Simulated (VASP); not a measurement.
Set up this calculation in VASP 6.6.1, as the native input.

| Quantity | Value |
| --- | --- |
| Task | single point |
| Functional | LDA |
| Potentials or basis | VASP PAW LDA potentials, release 64 (Sb) |
| Cutoff | 520 eV |
| k mesh | 10 × 10 × 10 |
| Occupations | fermi-dirac, width 0.05 eV |
| Spin | no spin polarisation |
| Dipole correction | no |
| Further INCAR settings | ALGO = Normal; EDIFF = 1e-07; NBANDS = 8 |

The structure of Sb lies in POSCAR:

```
Sb
1.0
    0.0000000000      2.3712425216      2.3712425216
    2.3712425216      0.0000000000      2.3712425216
    2.3712425216      2.3712425216      0.0000000000
Sb
1
Direct
    0.0000000000      0.0000000000      0.0000000000
```

One way to write it, as run:

INCAR

```
SYSTEM = Sb
ALGO = Normal
EDIFF = 1E-7
ENCUT = 520
ISIF = 2
ISMEAR = -1
LASPH = .TRUE.
LCHARG = .FALSE.
LREAL = .FALSE.
LWAVE = .FALSE.
NBANDS = 8
NELM = 80
PREC = Accurate
SIGMA = 0.05
```

KPOINTS

```
k-points
0
G
  10 10 10
  0 0 0
```

Potentials or basis: VASP PAW LDA potentials, release 64 (Sb).

Command:

```bash
$ cat potpaw_LDA.64/Sb/POTCAR > POTCAR
$ mpirun -np 1 vasp_std > vasp.out
```

It gave:

| Quantity | Value |
| --- | --- |
| Pressure | -2.2 GPa |

Wall time 10 s on 1 thread of Intel Xeon 8259CL (shared host), peak memory 0.14 GiB.
